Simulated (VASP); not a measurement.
Input of a VASP 6.6.1 run:

File POSCAR:

```
V
1.0
    2.5182360934      0.0000000000      0.0000000000
    0.0000000000      2.5182360934      0.0000000000
    0.0000000000      0.0000000000      2.5182360934
V
1
Direct
    0.0000000000      0.0000000000      0.0000000000
```

Contents of INCAR.step1:

```
PREC     = Accurate       # precision mode
ENCUT    = 520            # plane-wave cutoff, eV
ISMEAR   = -1             # smearing method
SIGMA    = 0.05           # smearing width, eV
LREAL    = F              # projectors in reciprocal space
LASPH    = T              # aspherical terms in the spheres
NELM     = 150            # most SCF steps
ISPIN    = 2              # spin polarisation
MAGMOM   = 1              # initial moments
LMAXMIX  = 4              # l up to which the mixer works
NBANDS   = 16             # bands
GGA      = PE             # functional
ALGO     = Normal         # electronic algorithm
EDIFF    = 1E-4           # SCF threshold, eV
LWAVE    = T              # write WAVECAR
LCHARG   = F              # write CHGCAR
```

INCAR.step2

```
PREC     = Accurate       # precision mode
ENCUT    = 520            # plane-wave cutoff, eV
EDIFF    = 1E-6           # SCF threshold, eV
ISMEAR   = -1             # smearing method
SIGMA    = 0.05           # smearing width, eV
LREAL    = F              # projectors in reciprocal space
LASPH    = T              # aspherical terms in the spheres
NELM     = 150            # most SCF steps
ALGO     = Normal         # electronic algorithm
ISIF     = 2              # what is computed and relaxed
LWAVE    = F              # write WAVECAR
LCHARG   = F              # write CHGCAR
ISPIN    = 2              # spin polarisation
MAGMOM   = 1              # initial moments
LORBIT   = 11             # projections on sites
LMAXMIX  = 4              # l up to which the mixer works
METAGGA  = R2SCAN         # meta-GGA
LMIXTAU  = T            
NBANDS   = 16             # bands
ISTART   = 1
```

File KPOINTS:

```
Automatic mesh
0
Gamma
  15 15 15
```

Potentials or basis: VASP PAW PBE potentials, release 64 (V_sv).

Run with:

```bash
$ cat potpaw_PBE.64/V_sv/POTCAR > POTCAR
$ cp INCAR.step1 INCAR
$ mpirun -np 1 vasp_std > vasp.out
$ cp INCAR.step2 INCAR
$ mpirun -np 1 vasp_std > vasp.out
```

Q: Predict the pressure.

A: -11.6 GPa.

Q: Estimate the net moment.

A: 0.00 μB per cell.

Caveat: the cell stands under tension; the PAW data sets were made with another functional, which shifts forces and pressure a little.
